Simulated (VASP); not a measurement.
Wanted: the native input for a VASP 6.6.1 run.

| Property | Result |
| --- | --- |
| Task | single point |
| Functional | PBE |
| Potentials or basis | VASP PAW PBE potentials, release 64 (B, Te) |
| Cutoff | 520 eV |
| k mesh | 4 × 4 × 8 |
| Occupations | gaussian, width 0.1 eV |
| Spin | no spin polarisation |
| Dipole correction | no |
| Further INCAR settings | ALGO = Normal; EDIFF = 1e-06; NBANDS = 13 |

The structure of B2Te lies in POSCAR:

```
B2Te
1.0
    4.6710049325      0.0000000000      0.0000000000
    0.0000000000      4.6710049325      0.0000000000
    0.0000000000      0.0000000000      2.7086304821
B Te
2 1
Direct
    0.0000000000      0.5000000000      0.0000000000
    0.5000000000      0.0000000000      0.0000000000
    0.0000000000      0.0000000000      0.0000000000
```

The cell was generated, and may not be a known phase.

One way to write it, as run:

INCAR

```
ALGO = Normal ; EDIFF = 1E-6
ENCUT = 520 ; GGA = PE
ISIF = 2 ; ISMEAR = 0
LASPH = True ; LCHARG = True
LELF = True ; LREAL = False
LVHAR = True ; LWAVE = False
NBANDS = 13 ; NELM = 80
PREC = Accurate ; SIGMA = 0.1
```

KPOINTS

```
k-points
0
Gamma
  4 4 8
```

Potentials or basis: VASP PAW PBE potentials, release 64 (B, Te).

Command:

```sh
$ cat potpaw_PBE.64/B/POTCAR potpaw_PBE.64/Te/POTCAR > POTCAR
$ mpirun -np 1 vasp_std > vasp.out
```

Results of the run:

The pressure is 0.2 GPa and the band gap on the k mesh is zero (bands 6 and 7 overlap by 2.87 eV).

Caveat: spin-orbit coupling is left out, which moves the levels of the heavy elements.

Wall time 8.3 s on 1 thread of AMD EPYC 9R45 (Zen 5), on a shared host, peak memory 0.14 GiB.
